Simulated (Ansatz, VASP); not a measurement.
## WC in VASP and in Ansatz

```xyz
2
Lattice="2.8996 0.0000 0.0000 -1.4498 2.5111 0.0000 0.0000 0.0000 2.8268" Properties=species:S:1:pos:R:3 pbc="T T T"
W     0.0000    0.0000    0.0000
C     1.4498    0.8370    1.4134
```

Alike in both runs: functional PBEsol; k mesh 18 × 18 × 14; occupations fermi-dirac, width 0.15 eV; no spin polarisation.

Ansatz relaxed the structure, and its values are those at the end. VASP's run is a single point on that final structure, the one shown.

|  | VASP | Ansatz |
| --- | --- | --- |
| version | VASP 6.6.1 | Ansatz 0.2.0 |
| potentials or method | VASP PAW PBE potentials, release 64 (W_sv, C), cutoff 600 eV | scalar-relativistic, plane waves, PAW |
| valence electrons in the cell | 18 | 18 |

|  | VASP | Ansatz | Ansatz less VASP |
| --- | --- | --- | --- |
| gap on the k mesh at the Fermi level (eV) | none | none | - |
| pressure (GPa) | 1.1 | 0.0 | -1.10 |

VASP's potentials were made for PBE, not for PBEsol, and Ansatz warns of the same on its side. A gap of «none» marks a metal or a gap that the smearing closes.

Spin-orbit coupling is off throughout.
